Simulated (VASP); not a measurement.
Runs of VASP 6.6.1 on GaP. It takes space group Fm-3m (No. 225, cubic). Conventional cell: a = 5.117 Å, b = 5.117 Å, c = 5.117 Å, α = 90.00°, β = 90.00°, γ = 90.00°. Ga (site symmetry m-3m) has 6 P at 2.56 Å within 3.4 Å. P (site symmetry m-3m) has 6 Ga at 2.56 Å within 3.4 Å. 

```tsv
level	k mesh	cutoff (eV)	smearing	grid for exact exchange (PRECFOCK)	screening parameter	share of exact exchange	gap on the mesh (eV)	pressure (GPa)
PBEsol	6 × 6 × 6	500	gaussian 0.5 eV	-	-	-	none	-1.3
HSE06	4 × 4 × 4	520	fermi-dirac 0.02 eV	Normal	0.2079 1/Å	-	none	(b)
PBEsol	6 × 6 × 6	520	fermi-dirac 0.02 eV	-	-	-	none	-1.6
PBE-based global hybrid	4 × 4 × 4	520	fermi-dirac 0.02 eV	Normal	-	0.4	none	-1.8
PBEsol	6 × 6 × 6	500	methfessel-paxton 0.5 eV	-	-	-	none	(a)
```

Alike in all rows: task single point; potentials or basis VASP PAW PBE potentials, release 64 (Ga_d, P); no spin polarisation; cell as given.

Problem. Estimate the missing entries.

Solution. (a) -1.5; (b) 0.5.

Caveats: some runs use coarse meshes; the PAW data sets were made with another functional, which shifts forces and pressure a little.

A k mesh can miss the band edges, and the runs leave out spin-orbit coupling on Ga.

A gap of «none» marks levels without a gap at the run's occupations.
